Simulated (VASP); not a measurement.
# BN (zincblende type) (F-43m) in VASP: further runs, part 3 of 3

VASP 6.6.1. The steps go on from the part before.

### 5 Electric field gradients, PBE (volume scaled by 1.02)

INCAR reads:

```
PREC = Accurate ; ENCUT = 520
EDIFF = 1E-8 ; ISMEAR = -1
SIGMA = 0.03 ; LREAL = F
LASPH = T ; NELM = 60
ALGO = Normal ; ISIF = 2
LWAVE = F ; LCHARG = F
GGA = PE ; LEFG = T
NBANDS = 11
```

KPOINTS reads:

```
regular mesh
0
Gamma
  16 16 16
```

POSCAR reads:

```
BN
1.0
    0.0000000000      1.8243558602      1.8243558602
    1.8243558602      0.0000000000      1.8243558602
    1.8243558602      1.8243558602      0.0000000000
B N
1 1
Direct
    0.0000000000      0.0000000000      0.0000000000
    0.2500000000      0.2500000000      0.2500000000
```

Potentials or basis: VASP PAW PBE potentials, release 64 (B, N).

Launch:

```
cat potpaw_PBE.64/B/POTCAR potpaw_PBE.64/N/POTCAR > POTCAR
mpirun -np 1 vasp_std > vasp.out
```

OUTCAR:

```text
PREC = Accurate
   ENCUT = 520
   EDIFF = 1E-8
   ISMEAR = -1
   LREAL = F
   LASPH = T
   NELM = 60
   ISIF = 2
   GGA = PE

 ion  position               nearest neighbor table
   1  0.000  0.000  0.000-   2 1.58   2 1.58   2 1.58   2 1.58
   2  0.250  0.250  0.250-   1 1.58   1 1.58   1 1.58   1 1.58

  LATTYP: Found a face centered cubic cell.
 ALAT       =     3.6487117204

  Lattice vectors:

 A1 = (   0.0000000000,   1.8243558602,   1.8243558602)
 A2 = (   1.8243558602,   0.0000000000,   1.8243558602)
 A3 = (   1.8243558602,   1.8243558602,   0.0000000000)

Analysis of symmetry for initial positions (statically):
=====================================================================
 Subroutine PRICEL returns:
 Original cell was already a primitive cell.

 Routine SETGRP: Setting up the symmetry group for a
 face centered cubic supercell.

[... 522 lines left out ...]
  energy-cutoff  :      520.00
  volume of cell :       12.14
      direct lattice vectors                 reciprocal lattice vectors
     0.000000000  1.824355860  1.824355860    -0.274069336  0.274069336  0.274069336
     1.824355860  0.000000000  1.824355860     0.274069336 -0.274069336  0.274069336
     1.824355860  1.824355860  0.000000000     0.274069336  0.274069336 -0.274069336

 POSITION                                       TOTAL-FORCE (eV/Angst)
 -----------------------------------------------------------------------------------
      0.00000      0.00000      0.00000        -0.000000     -0.000000     -0.000000
      0.91218      0.91218      0.91218         0.000000      0.000000      0.000000
 -----------------------------------------------------------------------------------
    total drift:                                0.000000      0.000000      0.000000

  FREE ENERGIE OF THE ION-ELECTRON SYSTEM (eV)
  ---------------------------------------------------
  free  energy   TOTEN  =       -17.4463497481 eV

  energy  without entropy=      -17.4463497481  energy(sigma->0) =      -17.44634975

 Electric field gradients (V/A^2)
---------------------------------------------------------------------
 ion       V_xx      V_yy      V_zz      V_xy      V_xz      V_yz
---------------------------------------------------------------------
   1       0.000     0.000    -0.000    -0.000    -0.000    -0.000
   2      -0.000    -0.000    -0.000     0.000     0.000     0.000
---------------------------------------------------------------------

 Electric field gradients after diagonalization (V/A^2)
 (convention: |V_zz| > |V_xx| > |V_yy|)
----------------------------------------------------------------------
 ion       V_xx      V_yy      V_zz     asymmetry (V_yy - V_xx)/ V_zz
----------------------------------------------------------------------
   1       0.000     0.000    -0.000       0.000
   2      -0.000    -0.000     0.000       0.000
----------------------------------------------------------------------

           NMR quadrupolar parameters

 Cq : quadrupolar parameter    Cq=e*Q*V_zz/h
 eta: asymmetry parameters     (V_yy - V_xx)/ V_zz
 Q  : nuclear electric quadrupole moment in mb (millibarn)
----------------------------------------------------------------------
 ion       Cq(MHz)       eta       Q (mb)
----------------------------------------------------------------------
   1      -0.000       0.000       1.000
   2       0.000       0.000       1.000
----------------------------------------------------------------------
```

OSZICAR:

```text
N       E                     dE             d eps       ncg     rms          rms(c)
DAV:   1     0.101416872112E+02    0.10142E+02   -0.49729E+03  3230   0.728E+02
DAV:   2    -0.178286294839E+02   -0.27970E+02   -0.27159E+02  3869   0.163E+02
DAV:   3    -0.183688020903E+02   -0.54017E+00   -0.53910E+00  3754   0.192E+01
DAV:   4    -0.183694833578E+02   -0.68127E-03   -0.68126E-03  3388   0.764E-01
DAV:   5    -0.183694840060E+02   -0.64817E-06   -0.64810E-06  3694   0.232E-02    0.655E+00
DAV:   6    -0.175229411963E+02    0.84654E+00   -0.29827E+00  3352   0.983E+00    0.317E+00
DAV:   7    -0.174595564070E+02    0.63385E-01   -0.92459E-02  3583   0.254E+00    0.189E+00
DAV:   8    -0.174461000130E+02    0.13456E-01   -0.34358E-02  3543   0.134E+00    0.178E-01
DAV:   9    -0.174462529826E+02   -0.15297E-03   -0.10181E-03  3367   0.256E-01    0.809E-02
DAV:  10    -0.174463441485E+02   -0.91166E-04   -0.12653E-04  3469   0.961E-02    0.148E-02
DAV:  11    -0.174463497295E+02   -0.55809E-05   -0.10026E-05  3670   0.258E-02    0.106E-02
DAV:  12    -0.174463497559E+02   -0.26437E-07   -0.17121E-06  3502   0.886E-03    0.632E-04
DAV:  13    -0.174463497481E+02    0.78304E-08   -0.24036E-08  3539   0.151E-03
   1 F= -.17446350E+02 E0= -.17446350E+02  d E =-.188503E-11
```

stdout:

```text
POSCAR found type information on POSCAR B N
 POSCAR found :  2 types and       2 ions
 scaLAPACK will be used
 LDA part: xc-table for (Slater+PW92), standard interpolation
 POSCAR, INCAR and KPOINTS ok, starting setup
 FFT: planning ... GRIDC
 FFT: planning ... GRID_SOFT
 FFT: planning ... GRID
 WAVECAR not read
 entering main loop
ion   1

ion   2
```

Wall time 12 s (1 thread of Intel Xeon Platinum 8488C (Sapphire Rapids), shared host); peak memory 0.13 GiB.

Results:

- Free energy: -17.4463 eV
- Pressure: -6.9 GPa
- Band gap on the k mesh: 4.43 eV, indirect (least direct gap 8.69 eV)

Levels at points of the mesh, in eV from the valence-band top:
```csv
k point,band 2,band 3,band 4,band 5,band 6,band 7
"(0.00, 0.00, 0.00)",0.00,0.00,0.00,8.69,8.69,8.69
"(0.50, 0.00, 0.00)",-10.44,-1.89,-1.89,9.78,10.55,10.55
"(0.50, 0.50, 0.00)",-8.74,-4.77,-4.77,4.43,9.07,17.49
```

Caveat: without QUAD_EFG the Cq values of the log hold for a quadrupole moment of 1 mb, not for the nuclei.

### 6 The runs side by side

```csv
cell,gap on the mesh (eV),pressure (GPa)
"a = 2.528 Å, angles 60.0°, 2 atoms",4.49,16.7
"a = 2.563 Å, angles 60.0°, 2 atoms",4.45,0.2
"a = 2.546 Å, angles 60.0°, 2 atoms",4.47,8.1
"a = 2.580 Å, angles 60.0°, 2 atoms",4.43,-6.9
```

Alike in all rows: task electric field gradients; level PBE; potentials or basis VASP PAW PBE potentials, release 64 (B, N); no spin polarisation; k mesh 16 × 16 × 16; cutoff (eV) 520; smearing fermi-dirac 0.03 eV.

Absolute energies hang on the potentials; compare differences alone.
